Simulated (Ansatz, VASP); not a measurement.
# In3As: VASP beside Ansatz

File INCAR:

```
ALGO = Normal
EDIFF = 1E-6
ENCUT = 520
GGA = PE
ISIF = 2
ISMEAR = -1
LASPH = T
LCHARG = T
LELF = T
LREAL = F
LVHAR = T
LWAVE = F
NBANDS = 30
NELM = 80
PREC = Accurate
SIGMA = 0.05
```

The input KPOINTS:

```
k-points
0
Gamma
  5 5 5
```

POSCAR

```
In3As
1.0
    4.6249641900      0.0000000000      0.0000000000
    0.0000000000      4.6249641900      0.0000000000
    0.0000000000      0.0000000000      4.6716810000
In As
3 1
Direct
    0.5000000000      0.5000000000      0.0000000000
    0.5000000000      0.0000000000      0.5000000000
    0.0000000000      0.5000000000      0.5000000000
    0.0000000000      0.0000000000      0.0000000000
```

The input input.yaml:

```yaml
crystal:
  lattice:
    - [4.62496419, 0.0, 0.0]
    - [0.0, 4.62496419, 0.0]
    - [0.0, 0.0, 4.671681]
  atoms:
    - { symbol: In, position: [0.5, 0.5, 0.0] }
    - { symbol: In, position: [0.5, 0.0, 0.5] }
    - { symbol: In, position: [0.0, 0.5, 0.5] }
    - { symbol: As, position: [0.0, 0.0, 0.0] }
hamiltonian:
  xc: pbe
  pseudopotentials: { kind: paw }
kpoints:
  mp_grid: { grid: [5, 5, 5] }
  band_path:
    path:
      - [[0.0, 0.0, 0.0], [0.0, 0.5, 0.0], [0.5, 0.5, 0.0], [0.0, 0.0, 0.0], [0.0, 0.0, 0.5], [0.0, 0.5, 0.5], [0.5, 0.5, 0.5], [0.0, 0.0, 0.5]]
      - [[0.0, 0.5, 0.0], [0.0, 0.5, 0.5]]
      - [[0.5, 0.5, 0.0], [0.5, 0.5, 0.5]]
    npoints: 14
scf:
  occupations: { method: fermi_dirac, width: 0.05 }
  n_extra_bands: 10
output:
  forces: true
  stress: true
  eigenvalues: true
  fatbands: false
```

Alike in both runs: functional PBE; k mesh 5 × 5 × 5; occupations fermi-dirac, width 0.05 eV; no spin polarisation.

```csv
,VASP,Ansatz
version,VASP 6.6.1,Ansatz 0.2.0
potentials or method,"VASP PAW PBE potentials, release 64 (In_d, As)",Ansatz PAW
plane-wave cutoff (eV),520,420
valence electrons in the cell,44,54
task,single point,band structure
```

```tsv
	VASP	Ansatz	Ansatz less VASP
gap on the k mesh at the Fermi level (eV)	none	none	-
pressure (GPa)	1.9	1.9	+0.02
traceless stress, the component that is largest in VASP (GPa)	0.08	0.08	-0.003
```

A gap of «none» marks a metal or a gap that the smearing closes. The functional is the same, so the differences come from potentials, cutoffs and numerics. VASP's potentials hold 44 valence electrons a cell and Ansatz's 54, so a difference there can come from the potentials and not from the codes.
